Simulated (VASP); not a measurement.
ScPb3Cl6, 10 atoms in the cell. It takes space group Fm-3m (No. 225, cubic). Conventional cell: a = 10.656 Å, b = 10.656 Å, c = 10.656 Å, α = 90.00°, β = 90.00°, γ = 90.00°. Pb (site symmetry -43m) has 12 Cl at 3.77 Å and 4 Pb at 4.61 Å and 4 Sc at 4.61 Å within 5.0 Å. Within 3.7 Å of Pb (site symmetry m-3m) lie 6 Cl at 2.79 Å. Cl (site symmetry 4mm) has 1 Sc at 2.54 Å and 1 Pb at 2.79 Å within 3.3 Å. Within 3.3 Å of Sc (site symmetry m-3m) lie 6 Cl at 2.54 Å. 

| Quantity | Value |
| --- | --- |
| Program | VASP 6.6.1 |
| Task | single point |
| Functional | PBE |
| Potentials or basis | VASP PAW PBE potentials, release 64 (Pb_d, Cl, Sc_sv) |
| Cutoff | 520 eV |
| k mesh | 3 × 3 × 3 |
| Occupations | tetrahedron |
| Spin | no spin polarisation |
| Dipole correction | no |
| Further INCAR settings | ALGO = Normal; EDIFF = 1e-07; NBANDS = 58 |

Potentials or basis: VASP PAW PBE potentials, release 64 (Pb_d, Cl, Sc_sv).

Command:

```console
$ cat potpaw_PBE.64/Pb_d/POTCAR potpaw_PBE.64/Cl/POTCAR potpaw_PBE.64/Sc_sv/POTCAR > POTCAR
$ mpirun -np 1 vasp_std > vasp.out
```

Hardware: 1 thread of Intel(R) Xeon(R) Platinum 8488C (Sapphire Rapids) (shared host).

Q: Estimate the wall time of this run.

A: Wall time 3.5 min on 1 thread of Intel(R) Xeon(R) Platinum 8488C (Sapphire Rapids), with other jobs on the host, peak memory 0.44 GiB. Counts: scf iterations 24, k points 4.
